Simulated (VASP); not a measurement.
# LiF (Fm-3m) in VASP: a series of runs, part 2 of 2

VASP 6.6.1.

## 4. Single point, PBE (8.92 Å³/atom)

This run uses another cell than the first one, of 8.92 Å³/atom.

INCAR

```
SYSTEM = LiF
  PREC = Accurate
  ENCUT = 520
  EDIFF = 1E-7
  ISMEAR = 0
  SIGMA = 0.02
  LREAL = .False.
  LASPH = .True.
  NELM = 60
  ALGO = Normal
  ISIF = 2
  LWAVE = .False.
  LCHARG = .True.
  GGA = PE
  LELF = .True.
  LVHAR = .True.
  NBANDS = 12
```

KPOINTS

```
Automatic mesh
0
Gamma
  10 10 10
  0 0 0
```

POSCAR

```
LiF
1.0
    0.0000000000      2.0741171065      2.0741171065
    2.0741171065      0.0000000000      2.0741171065
    2.0741171065      2.0741171065      0.0000000000
Li F
1 1
Direct
    0.5000000000      0.5000000000      0.5000000000
    0.0000000000      0.0000000000      0.0000000000
```

Potentials or basis: VASP PAW PBE potentials, release 64 (Li_sv, F).

The run is started by

```bash
cat potpaw_PBE.64/Li_sv/POTCAR potpaw_PBE.64/F/POTCAR > POTCAR
mpirun -np 1 vasp_std > vasp.out
```

OUTCAR:

```text
SYSTEM = LiF
   PREC = Accurate
   ENCUT = 520
   EDIFF = 1E-7
   ISMEAR = 0
   LREAL = .False.
   LASPH = .True.
   NELM = 60
   ISIF = 2
   GGA = PE

 ion  position               nearest neighbor table
   1  0.500  0.500  0.500-   2 2.07   2 2.07   2 2.07   2 2.07   2 2.07   2 2.07
   2  0.000  0.000  0.000-   1 2.07   1 2.07   1 2.07   1 2.07   1 2.07   1 2.07

  LATTYP: Found a face centered cubic cell.
 ALAT       =     4.1482342130

  Lattice vectors:

 A1 = (   0.0000000000,   2.0741171065,   2.0741171065)
 A2 = (   2.0741171065,   0.0000000000,   2.0741171065)
 A3 = (   2.0741171065,   2.0741171065,   0.0000000000)

Analysis of symmetry for initial positions (statically):
=====================================================================
 Subroutine PRICEL returns:
 Original cell was already a primitive cell.

 Routine SETGRP: Setting up the symmetry group for a
 face centered cubic supercell.

 Subroutine GETGRP returns: Found 48 space group operations
 (whereof 48 operations were pure point group operations)
 out of a pool of 48 trial point group operations.

The static configuration has the point symmetry O_h .

Analysis of symmetry for dynamics (positions and initial velocities):
=====================================================================
 Subroutine PRICEL returns:
 Original cell was already a primitive cell.

 Routine SETGRP: Setting up the symmetry group for a
 face centered cubic supercell.

 Subroutine GETGRP returns: Found 48 space group operations
 (whereof 48 operations were pure point group operations)
 out of a pool of 48 trial point group operations.

The dynamic configuration has the point symmetry O_h .

 Subroutine INISYM returns: Found 48 space group operations
 (whereof 48 operations are pure point group operations),
 and found     1 'primitive' translations

----------------------------------------------------------------------------------------

                                     Primitive cell

  volume of cell :      17.8455

  direct lattice vectors                    reciprocal lattice vectors
     0.000000000  2.074117107  2.074117107    -0.241066427  0.241066427  0.241066427
     2.074117107  0.000000000  2.074117107     0.241066427 -0.241066427  0.241066427
     2.074117107  2.074117107  0.000000000     0.241066427  0.241066427 -0.241066427

  length of vectors
     2.933244542  2.933244542  2.933244542     0.417539300  0.417539300  0.417539300

  position of ions in fractional coordinates (direct lattice)
     0.500000000  0.500000000  0.500000000
     0.000000000  0.000000000  0.000000000

  ion indices of the primitive-cell ions
   primitive index   ion index
                 1           1
                 2           2

----------------------------------------------------------------------------------------

 KPOINTS: Automatic mesh

Automatic generation of k-mesh.
 Grid dimensions read from file:
 generate k-points for:   10   10   10

 Generating k-lattice:

  Cartesian coordinates                     Fractional coordinates (reciprocal lattice)
    -0.024106643  0.024106643  0.024106643     0.100000000  0.000000000  0.000000000
     0.024106643 -0.024106643  0.024106643     0.000000000  0.100000000  0.000000000
     0.024106643  0.024106643 -0.024106643     0.000000000  0.000000000  0.100000000

  Length of vectors
     0.041753930  0.041753930  0.041753930

  Shift w.r.t. Gamma in fractional coordinates (k-lattice)
     0.000000000  0.000000000  0.000000000

 Subroutine IBZKPT returns following result:
 ===========================================

 Found     47 irreducible k-points:

 Following reciprocal coordinates:
            Coordinates               Weight
  0.000000  0.000000  0.000000      1.000000
  0.100000  0.000000  0.000000      8.000000
  0.200000  0.000000  0.000000      8.000000
  0.300000  0.000000  0.000000      8.000000
  0.400000  0.000000  0.000000      8.000000
  0.500000  0.000000  0.000000      4.000000
[... 16 lines left out ...]
  0.300000  0.300000  0.000000      6.000000
  0.400000  0.300000  0.000000     24.000000
 [... further k-points ...]
   k-points           NKPTS =     47   k-points in BZ     NKDIM =     47   number of bands    NBANDS=     12
   number of dos      NEDOS =    301   number of ions     NIONS =      2
   total plane-waves  NPLWV =  13824
   dimension x,y,z NGX =    24 NGY =   24 NGZ =   24
   dimension x,y,z NGXF=    48 NGYF=   48 NGZF=   48
   ions per type =               1   1
   NGX,Y,Z   is equivalent  to a cutoff of  13.60, 13.60, 13.60 a.u.
   NGXF,Y,Z  is equivalent  to a cutoff of  27.20, 27.20, 27.20 a.u.
 SYSTEM =  LiF
   PREC   = accura    normal or accurate (medium, high low for compatibility)
   ISTART =      0    job   : 0-new  1-cont  2-samecut
   ICHARG =      2    charge: 1-file 2-atom 10-const
   ISPIN  =      1    spin polarized calculation?
   LNONCOLLINEAR =      F non collinear calculations
   LSORBIT =      F    spin-orbit coupling
   LASPH  =      T    aspherical Exc in radial PAW
   ENCUT  =  520.0 eV  38.22 Ry    6.18 a.u.   5.45  5.45  5.45*2*pi/ulx,y,z
   NELM   =     60;   NELMIN=  2; NELMDL= -5     # of ELM steps
   EDIFF  = 0.1E-06   stopping-criterion for ELM
   LREAL  =      F    real-space projection
   EDIFFG = 0.1E-05   stopping-criterion for IOM
   NSW    =      0    number of steps for IOM
   IBRION =     -1    ionic relax: 0-MD 1-quasi-New 2-CG
   NFREE  =      0    steps in history (QN), initial steepest desc. (CG)
   ISIF   =      2    stress and relaxation
   ISYM   =      2    0-nonsym 1-usesym 2-fastsym
   POTIM  = 0.5000    time-step for ionic-motion
   TEBEG  =    0.0;   TEEND  =   0.0 temperature during run
   PSTRESS=    0.0 pullay stress
   NELECT =      10.0000    total number of electrons
   NUPDOWN=      -1.0000    fix difference up-down
   EMIN   =  10.00;   EMAX   =-10.00  energy-range for DOS
   EFERMI =   0.00;   METHOD = LEGACY
   ISMEAR =     0;   SIGMA  =   0.02  broadening in eV -4-tet -1-fermi 0-gaus
   EFERMI_NEDOS =   21; number of points for ismear=-14 and -15
   IALGO  =     38    algorithm
   IMIX   =      4    mixing-type and parameters
     AMIX     =   0.40;   BMIX     =  1.00
     AMIX_MAG =   1.60;   BMIX_MAG =  1.00
  volume/ion in A,a.u.               =       8.92        60.21
  Fermi-wavevector in a.u.,A,eV,Ry     =   1.349682  2.550530 24.784949  1.821642
  Thomas-Fermi vector in A             =   2.477249
   LORBIT       =      0    0 simple, 1 ext, 2 COOP (PROOUT), +10 PAW based schemes
   GGA     = PE    functional components
   LHFCALC =     F    Hartree Fock is set to
   AEXX    =    0.0000 exact exchange contribution
   IVDW    =     0    specifies the selected vdW correction
   LEPSILON=     F    determine dielectric tensor
   LRPA    =     F    only Hartree local field effects (RPA)
 non-spin polarized calculation
 Gauss-broadening in eV      SIGMA  =   0.02
  energy-cutoff  :      520.00
  volume of cell :       17.85
 maximum number of plane-waves:       531
 NGX is ok and might be reduce to    24
   NGX = 11   NGY = 11   NGZ = 11

 number of electron      10.0000012 magnetization

 Free energy of the ion-electron system (eV)
  ---------------------------------------------------
  ext. energy  EPLUGINS =         0.00000000
  ---------------------------------------------------
  free energy    TOTEN  =        -9.62948440 eV

  energy without entropy =       -9.62948440  energy(sigma->0) =       -9.62948440

 E-fermi :  -1.3813     XC(G=0):  -9.5601

 val. band max:       -1.5209121794   @ k =   0.0000   0.0000   0.0000
 cond. band min:       6.8241417393   @ k =   0.0000   0.0000   0.0000
 fundamental gap:      8.3450539187
 Fermi energy:        -1.3813338813

 k-point     1 :       0.0000    0.0000    0.0000
  band No.  band energies     occupation
      1     -42.6607      2.00000
      2     -21.2671      2.00000
      3      -1.5209      2.00000
      4      -1.5209      2.00000
      5      -1.5209      2.00000
      6       6.8241      0.00000
      7      21.2975      0.00000
      8      21.2975      0.00000
      9      21.2975      0.00000
     10      21.9380      0.00000
     11      21.9380      0.00000
     12      21.9380      0.00000
[... 331 lines left out ...]
 k-point    24 :       0.4000    0.3000    0.0000
  band No.  band energies     occupation
      1     -42.6193      2.00000
      2     -20.8262      2.00000
      3      -3.5799      2.00000
      4      -2.2855      2.00000
      5      -2.1871      2.00000
      6      10.7607      0.00000
      7      14.7143      0.00000
      8      16.0962      0.00000
      9      17.6824      0.00000
     10      18.7465      0.00000
     11      30.4311      0.00000
     12      31.8498      0.00000

 [... further k-points ...]
[... 5 lines left out ...]
  --------------------------------------------------------------------------------------
  -------------------------------------------------------------------------------------
  Total       -0.4392196     -0.4392196     -0.4392196      0.0000000      0.0000000     -0.0000000
  in kB      -39.4332433    -39.4332433    -39.4332433      0.0000000      0.0000000     -0.0000000
  external PRESSURE =     -39.4332433 kB  Pullay stress =       0.0000000 kB

 VOLUME and BASIS-vectors are now :
 -----------------------------------------------------------------------------
  energy-cutoff  :      520.00
  volume of cell :       17.85
      direct lattice vectors                 reciprocal lattice vectors
     0.000000000  2.074117107  2.074117107    -0.241066427  0.241066427  0.241066427
     2.074117107  0.000000000  2.074117107     0.241066427 -0.241066427  0.241066427
     2.074117107  2.074117107  0.000000000     0.241066427  0.241066427 -0.241066427

 POSITION                                       TOTAL-FORCE (eV/Angst)
 -----------------------------------------------------------------------------------
      2.07412      2.07412      2.07412         0.000000      0.000000      0.000000
      0.00000      0.00000      0.00000        -0.000000      0.000000     -0.000000
 -----------------------------------------------------------------------------------
    total drift:                                0.000000     -0.000000     -0.000000

  FREE ENERGIE OF THE ION-ELECTRON SYSTEM (eV)
  ---------------------------------------------------
  free  energy   TOTEN  =        -9.6294843961 eV

  energy  without entropy=       -9.6294843961  energy(sigma->0) =       -9.62948440
```

stdout:

```text
POSCAR found type information on POSCAR LiF
 POSCAR found :  2 types and       2 ions
 scaLAPACK will be used
 LDA part: xc-table for (Slater+PW92), standard interpolation
 POSCAR, INCAR and KPOINTS ok, starting setup
 FFT: planning ... GRIDC
 FFT: planning ... GRID_SOFT
 FFT: planning ... GRID
 WAVECAR not read
 entering main loop
```

Wall time 6.8 s (1 thread of AMD EPYC 9R45 (Zen 5), shared host); peak memory 0.1 GiB.

Results:

```
Free energy            : -9.6295 eV
Band gap on the k mesh : 8.35 eV
```

Caveat: the cutoff is under 1.25 times the usual one of these potentials, so pressure, stress and relaxed cells hold a basis-set (Pulay) error.

## 5. Summary

| cell | gap on the mesh (eV) |
| --- | --- |
| a = 2.877 Å, angles 60.0°, 2 atoms | 8.83 |
| a = 2.905 Å, angles 60.0°, 2 atoms | 8.58 |
| a = 2.933 Å, angles 60.0°, 2 atoms | 8.35 |

Alike in all rows: task single point; level PBE; potentials or basis VASP PAW PBE potentials, release 64 (Li_sv, F); no spin polarisation; k mesh 10 × 10 × 10; cutoff (eV) 520; smearing gaussian 0.02 eV.

Caveats: the cutoff is under 1.25 times the usual one of these potentials, so pressure, stress and relaxed cells hold a basis-set (Pulay) error.

Absolute energies hang on the potentials; compare differences alone.
